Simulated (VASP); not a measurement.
Write the native input for VASP 6.6.1 that does the following.

- Task: single point
- Functional: PBE
- Potentials or basis: VASP PAW PBE potentials, release 64 (Co, O)
- Cutoff: 520 eV
- k mesh: 12 × 12 × 8
- Occupations: gaussian, width 0.1 eV
- Spin: collinear spin, ferromagnetic start
- Starting moments: [2.74, 2.74, 0.35, 0.35] μB
- Dipole correction: no
- Further INCAR settings: ALGO = Normal; EDIFF = 1e-07; NBANDS = 27

The structure of CoO lies in POSCAR:

```
CoO
1.0
    3.0040110130      0.0000000000      0.0000000000
    0.0000000000      3.0040110130      0.0000000000
    0.0000000000      0.0000000000      4.2483131161
Co O
2 2
Direct
    0.0000000000      0.0000000000      0.0000000000
    0.5000000000      0.5000000000      0.5000000000
    0.0000000000      0.0000000000      0.5000000000
    0.5000000000      0.5000000000      0.0000000000
```

These files were run (other wordings do the same):

INCAR

```
SYSTEM = CoO
PREC = Accurate ; ENCUT = 520
EDIFF = 1E-7 ; ISMEAR = 0
SIGMA = 0.1 ; LREAL = .False.
LASPH = .True. ; NELM = 150
ALGO = Normal ; ISIF = 2
LWAVE = .False. ; LCHARG = .False.
ISPIN = 2 ; MAGMOM = 2.74 2.74 0.35 0.35
LORBIT = 11 ; LMAXMIX = 4
GGA = PE ; NBANDS = 27
```

KPOINTS

```
regular mesh
0
Gamma
  12 12 8
  0 0 0
```

Potentials or basis: VASP PAW PBE potentials, release 64 (Co, O).

Launch:

```sh
$ cat potpaw_PBE.64/Co/POTCAR potpaw_PBE.64/O/POTCAR > POTCAR
$ mpirun -np 1 vasp_std > vasp.out
```

It gave:

The pressure is -0.6 GPa. The net moment is 5.80 μB per cell. The site moments are Co +2.55; O +0.30 μB and the valence electrons inside the program's atomic spheres are Co 7.81; O 4.98.

Wall time 5.5 min on 1 thread of Oxide Virtual Turin-like Processor, with other jobs on the host, peak memory 0.28 GiB.
